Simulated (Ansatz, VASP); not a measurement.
**Ti: VASP beside Ansatz**

```
CELL_PARAMETERS angstrom
2.94013 0.00000 0.00000
-1.47007 2.54623 0.00000
0.00000 0.00000 4.67033
ATOMIC_POSITIONS crystal
Ti 0.33333 0.66667 0.25000
Ti 0.66667 0.33333 0.75000
```

Change from the starting cell: volume scaled by 0.99.

Alike in both runs: task single point; functional PBEsol; k mesh 13 × 13 × 7; occupations fermi-dirac, width 0.08 eV; no spin polarisation.

|  | VASP | Ansatz |
| --- | --- | --- |
| version | VASP 6.6.1 | Ansatz 0.2.0 |
| potentials or method | VASP PAW PBE potentials, release 64 (Ti_sv), cutoff 520 eV | all-electron LAPW, scalar-relativistic |

VASP gave:

* pressure (GPa): -5.0
* traceless stress, the component that is largest in VASP (GPa): -0.31

Q: Which values does Ansatz return?

A: Pressure (GPa): -4.8; traceless stress, the component that is largest in VASP (GPa): -0.31.

VASP's potentials were made for PBE, not for PBEsol. Ansatz ran all-electron here, and VASP with PAW potentials.
